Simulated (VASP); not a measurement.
# BaTiO3 (Pm-3m) in VASP: further runs

BaTiO3 is run at these levels: PBE+U; tasks: single point.

All numbers are computed with VASP 6.6.1; they aren't measurements. Logs are shortened: lines on timing, memory, paths and dates and some standing lists are left out, and cuts for length are marked.

### Step 1. The cell of the first run

Symmetry: Pm-3m, No. 221, cubic system. Conventional cell: a = 3.655 Å, b = 3.655 Å, c = 3.655 Å, α = 90.00°, β = 90.00°, γ = 90.00°. Within 3.4 Å of Ba (site symmetry m-3m) lie 12 O at 2.58 Å and 8 Ti at 3.17 Å. Within 2.4 Å of Ti (site symmetry m-3m) lie 6 O at 1.83 Å. O (site symmetry 4/mmm) has 2 Ti at 1.83 Å within 2.4 Å.

### Step 2. Single point, PBE+U

INCAR

```
PREC = Accurate
ENCUT = 910
EDIFF = 1E-6
ISMEAR = 0
SIGMA = 0.02
LREAL = False
LASPH = True
NELM = 200
ALGO = Normal
ISIF = 2
LWAVE = False
LCHARG = False
LMAXMIX = 4
LDAU = True
LDAUTYPE = 2
LDAUL = -1 2 -1
LDAUU = 0 4 0
LDAUJ = 0 0 0
LDAUPRINT = 1
GGA = PE
NBANDS = 28
GGA_COMPAT = False
```

KPOINTS

```
Automatic mesh
0
Gamma
  8 8 8
```

POSCAR

```
BaTiO3
1.0
    3.6552359526      0.0000000000      0.0000000000
    0.0000000000      3.6552359526      0.0000000000
    0.0000000000      0.0000000000      3.6552396095
Ba Ti O
1 1 3
Direct
    0.5000000000      0.5000000000      0.5719993980
    0.0000000000      0.0000000000      0.0719993980
    0.0000000000      0.5000000000      0.0719993980
    0.5000000000      0.0000000000      0.0719993980
    0.0000000000      0.0000000000      0.5719993980
```

Potentials or basis: VASP PAW PBE potentials, release 64 (Ba_sv, Ti_sv, O_h).

On the command line:

```
cat potpaw_PBE.64/Ba_sv/POTCAR potpaw_PBE.64/Ti_sv/POTCAR potpaw_PBE.64/O_h/POTCAR > POTCAR
mpirun -np 1 vasp_std > vasp.out
```

OUTCAR:

```text
PREC = Accurate
   ENCUT = 910
   EDIFF = 1E-6
   ISMEAR = 0
   LREAL = False
   LASPH = True
   NELM = 200
   ISIF = 2
   GGA = PE

 ion  position               nearest neighbor table
   1  0.500  0.500  0.572-   5 2.58   5 2.58   5 2.58   5 2.58   4 2.58   4 2.58   4 2.58   4 2.58
                             3 2.58   3 2.58   3 2.58   3 2.58   2 3.17   2 3.17   2 3.17   2 3.17
   2  0.000  0.000  0.072-   3 1.83   4 1.83   3 1.83   4 1.83   5 1.83   5 1.83   1 3.17   1 3.17
                             1 3.17   1 3.17   1 3.17   1 3.17   1 3.17   1 3.17
   3  0.000  0.500  0.072-   2 1.83   2 1.83   1 2.58   1 2.58   1 2.58   1 2.58
   4  0.500  0.000  0.072-   2 1.83   2 1.83   1 2.58   1 2.58   1 2.58   1 2.58
   5  0.000  0.000  0.572-   2 1.83   2 1.83   1 2.58   1 2.58   1 2.58   1 2.58

  LATTYP: Found a simple cubic cell.
 ALAT       =     3.6552359526

  Lattice vectors:

 A1 = (   3.6552359526,   0.0000000000,   0.0000000000)
 A2 = (   0.0000000000,   3.6552359526,   0.0000000000)
 A3 = (   0.0000000000,   0.0000000000,   3.6552396095)

Analysis of symmetry for initial positions (statically):
=====================================================================
 Subroutine PRICEL returns:
 Original cell was already a primitive cell.

 Routine SETGRP: Setting up the symmetry group for a
 simple cubic supercell.

 Subroutine GETGRP returns: Found 48 space group operations
 (whereof  8 operations were pure point group operations)
 out of a pool of 48 trial point group operations.

The static configuration has the point symmetry C_4v.
 The point group associated with its full space group is O_h .

Analysis of symmetry for dynamics (positions and initial velocities):
=====================================================================
 Subroutine PRICEL returns:
 Original cell was already a primitive cell.

 Routine SETGRP: Setting up the symmetry group for a
 simple cubic supercell.

 Subroutine GETGRP returns: Found 48 space group operations
 (whereof  8 operations were pure point group operations)
 out of a pool of 48 trial point group operations.

The dynamic configuration has the point symmetry C_4v.
 The point group associated with its full space group is O_h .

[... 155 lines left out ...]
 -0.0000  0.0000  0.3149  0.0000 -0.0000
  0.0000 -0.0000  0.0000  0.1243  0.0000
 -0.0000  0.0000 -0.0000  0.0000  0.3149

spin component  2

  0.1243  0.0000 -0.0000  0.0000 -0.0000
  0.0000  0.1243  0.0000 -0.0000  0.0000
 -0.0000  0.0000  0.3149  0.0000 -0.0000
  0.0000 -0.0000  0.0000  0.1243  0.0000
 -0.0000  0.0000 -0.0000  0.0000  0.3149

 occupancies and eigenvectors

  o =  0.1243  v =  1.0000  0.0000  0.0000  0.0000  0.0000  0.0000  0.0000  0.0000  0.0000  0.0000      0.0000  0.0000  0.0000  0.0000  0.0000  0.0000  0.0000  0.0000  0.0000  0.0000
  o =  0.1243  v =  0.0000  0.0000  0.0000  0.0000  0.0000  1.0000  0.0000  0.0000  0.0000  0.0000      0.0000  0.0000  0.0000  0.0000  0.0000  0.0000  0.0000  0.0000  0.0000  0.0000
  o =  0.1243  v =  0.0000 -0.9894  0.0000  0.1454 -0.0000  0.0000  0.0000  0.0000  0.0000  0.0000      0.0000  0.0000  0.0000  0.0000  0.0000  0.0000  0.0000  0.0000  0.0000  0.0000
  o =  0.1243  v =  0.0000  0.0000  0.0000  0.0000  0.0000  0.0000 -0.9894  0.0000  0.1454 -0.0000      0.0000  0.0000  0.0000  0.0000  0.0000  0.0000  0.0000  0.0000  0.0000  0.0000
  o =  0.1243  v =  0.0000  0.0000  0.0000  0.0000  0.0000  0.0000 -0.1454  0.0000 -0.9894  0.0000      0.0000  0.0000  0.0000  0.0000  0.0000  0.0000  0.0000  0.0000  0.0000  0.0000
  o =  0.1243  v =  0.0000 -0.1454  0.0000 -0.9894  0.0000  0.0000  0.0000  0.0000  0.0000  0.0000      0.0000  0.0000  0.0000  0.0000  0.0000  0.0000  0.0000  0.0000  0.0000  0.0000
  o =  0.3149  v =  0.0000  0.0000  0.0000  0.0000  0.0000  0.0000 -0.0000  0.0000  0.0000  1.0000      0.0000  0.0000  0.0000  0.0000  0.0000  0.0000  0.0000  0.0000  0.0000  0.0000
  o =  0.3149  v =  0.0000 -0.0000  0.0000  0.0000  1.0000  0.0000  0.0000  0.0000  0.0000  0.0000      0.0000  0.0000  0.0000  0.0000  0.0000  0.0000  0.0000  0.0000  0.0000  0.0000
  o =  0.3149  v =  0.0000  0.0000  0.0000  0.0000  0.0000  0.0000 -0.0000 -1.0000 -0.0000  0.0000      0.0000  0.0000  0.0000  0.0000  0.0000  0.0000  0.0000  0.0000  0.0000  0.0000
  o =  0.3149  v =  0.0000 -0.0000 -1.0000 -0.0000  0.0000  0.0000  0.0000  0.0000  0.0000  0.0000      0.0000  0.0000  0.0000  0.0000  0.0000  0.0000  0.0000  0.0000  0.0000  0.0000

 number of electron      40.0000004 magnetization

 Free energy of the ion-electron system (eV)
  ---------------------------------------------------
  ext. energy  EPLUGINS =         0.00000000
  ---------------------------------------------------
  free energy    TOTEN  =       -33.17287404 eV

  energy without entropy =      -33.17287404  energy(sigma->0) =      -33.17287404

 E-fermi :   7.2133     XC(G=0): -12.7628

 val. band max:        7.0454310912   @ k =   0.0000   0.0000   0.0000
 cond. band min:       9.5921652779   @ k =   0.0000   0.0000   0.0000
 fundamental gap:      2.5467341867
 Fermi energy:         7.2133119456

 k-point     1 :       0.0000    0.0000    0.0000
  band No.  band energies     occupation
      1     -49.4756      2.00000
      2     -25.8626      2.00000
      3     -25.8626      2.00000
      4     -25.8626      2.00000
      5     -17.7833      2.00000
      6     -10.4932      2.00000
[... 733 lines left out ...]
     27      17.4770      0.00000
     28      17.8661      0.00000

 [... further k-points ...]
[... 5 lines left out ...]
  --------------------------------------------------------------------------------------
  -------------------------------------------------------------------------------------
  Total       30.0429766     30.0429766     30.0430367      0.0000000      0.0000000     -0.0000000
  in kB      985.6139840    985.6139840    985.6159561      0.0000000      0.0000000     -0.0000000
  external PRESSURE =     985.6146413 kB  Pullay stress =       0.0000000 kB

 VOLUME and BASIS-vectors are now :
 -----------------------------------------------------------------------------
  energy-cutoff  :      910.00
  volume of cell :       48.84
      direct lattice vectors                 reciprocal lattice vectors
     3.655235953  0.000000000  0.000000000     0.273580150  0.000000000  0.000000000
     0.000000000  3.655235953  0.000000000     0.000000000  0.273580150  0.000000000
     0.000000000  0.000000000  3.655239610     0.000000000  0.000000000  0.273579876

 POSITION                                       TOTAL-FORCE (eV/Angst)
 -----------------------------------------------------------------------------------
      1.82762      1.82762      2.09079         0.000000     -0.000000      0.000000
      0.00000      0.00000      0.26318         0.000000     -0.000000      0.000000
      0.00000      1.82762      0.26318         0.000000      0.000000      0.000000
      1.82762      0.00000      0.26318        -0.000000      0.000000      0.000000
      0.00000      0.00000      2.09079         0.000000     -0.000000     -0.000000
 -----------------------------------------------------------------------------------
    total drift:                                0.000000     -0.000000      0.000217

  FREE ENERGIE OF THE ION-ELECTRON SYSTEM (eV)
  ---------------------------------------------------
  free  energy   TOTEN  =       -33.1728740409 eV

  energy  without entropy=      -33.1728740409  energy(sigma->0) =      -33.17287404
```

It took 82 s on 1 thread of AMD EPYC 7R13 (Zen 3), shared host; peak memory 0.25 GiB.

What came out:

```yaml
Free_energy: -33.1729 eV
Pressure: 98.6 GPa
Band_gap_on_the_k_mesh: 2.55 eV
```

Eigenvalues of the final occupation matrices:
```csv
site,spin,trace,eigenvalues
site 2 d,1,1.00,0.12 0.12 0.12 0.31 0.31
site 2 d,2,1.00,0.12 0.12 0.12 0.31 0.31
```

Caveat: the cutoff is under 1.25 times the usual one of these potentials, so pressure, stress and relaxed cells hold a basis-set (Pulay) error; the cell stands under pressure; spin-orbit coupling is left out, which moves the levels of the heavy elements. A k mesh can miss the band edges.

### Step 3. Single point, PBE+U

This run uses another cell than the first one, of 10.72 Å³/atom.

INCAR

```
SYSTEM = BaTiO3
PREC     = Accurate       ! precision mode
ENCUT    = 910            ! plane-wave cutoff, eV
EDIFF    = 1E-6           ! SCF threshold, eV
ISMEAR   = 0              ! smearing method
SIGMA    = 0.02           ! smearing width, eV
LREAL    = .FALSE.        ! projectors in reciprocal space
LASPH    = .TRUE.         ! aspherical terms in the spheres
NELM     = 200            ! most SCF steps
ALGO     = Normal         ! electronic algorithm
ISIF     = 2              ! what is computed and relaxed
LWAVE    = .FALSE.        ! write WAVECAR
LCHARG   = .TRUE.         ! write CHGCAR
LMAXMIX  = 4              ! l up to which the mixer works
LDAU     = .TRUE.         ! DFT+U
LDAUTYPE = 2            
LDAUL    = -1 2 -1        ! shell
LDAUU    = 0 4 0          ! U, eV
LDAUJ    = 0 0 0        
LDAUPRINT= 1            
GGA      = PE             ! functional
LELF     = .TRUE.         ! ELF
LVHAR    = .TRUE.       
NBANDS   = 28             ! bands
GGA_COMPAT= .FALSE.
```

KPOINTS

```
regular mesh
0
G
  8 8 8
  0 0 0
```

POSCAR, as its differences from that of step 2:

```diff
@@ -2,5 +2,5 @@
 1.0
-    3.6552359526      0.0000000000      0.0000000000
-    0.0000000000      3.6552359526      0.0000000000
-    0.0000000000      0.0000000000      3.6552396095
+    3.7703251323      0.0000000000      0.0000000000
+    0.0000000000      3.7703251323      0.0000000000
+    0.0000000000      0.0000000000      3.7703479467
 Ba Ti O
```

Potentials or basis: VASP PAW PBE potentials, release 64 (Ba_sv, Ti_sv, O_h).

On the command line:

```
cat potpaw_PBE.64/Ba_sv/POTCAR potpaw_PBE.64/Ti_sv/POTCAR potpaw_PBE.64/O_h/POTCAR > POTCAR
mpirun -np 1 vasp_std > vasp.out
```

Run time: 1.7 min. Hardware: 1 thread of Intel Xeon Platinum 8259CL at 2.50GHz (Skylake/Cascade Lake), shared host; peak memory 0.33 GiB.

Results (log left out):

| Quantity | Value |
| --- | --- |
| Free energy | -35.4484 eV |
| Pressure | 56.5 GPa |
| Band gap on the k mesh | 2.57 eV |

Levels at points of the mesh, in eV from the valence-band top:
```csv
k point,band 18,band 19,band 20,band 21,band 22,band 23
"(0.00, 0.00, 0.00)",0.00,0.00,0.00,2.57,2.57,2.57
"(0.50, 0.00, 0.00)",-1.94,-0.78,-0.78,2.87,4.91,4.91
"(0.50, 0.50, 0.00)",-0.74,-0.74,-0.17,4.94,4.94,5.42
"(0.50, 0.50, 0.50)",-0.05,-0.05,-0.05,5.85,5.85,5.85
```

Eigenvalues of the final occupation matrices:
```csv
site,spin,trace,eigenvalues
site 2 d,1,0.91,0.12 0.12 0.12 0.28 0.28
site 2 d,2,0.91,0.12 0.12 0.12 0.28 0.28
```

Caveat: the cutoff is under 1.25 times the usual one of these potentials, so pressure, stress and relaxed cells hold a basis-set (Pulay) error; the cell stands under pressure; spin-orbit coupling is left out, which moves the levels of the heavy elements.
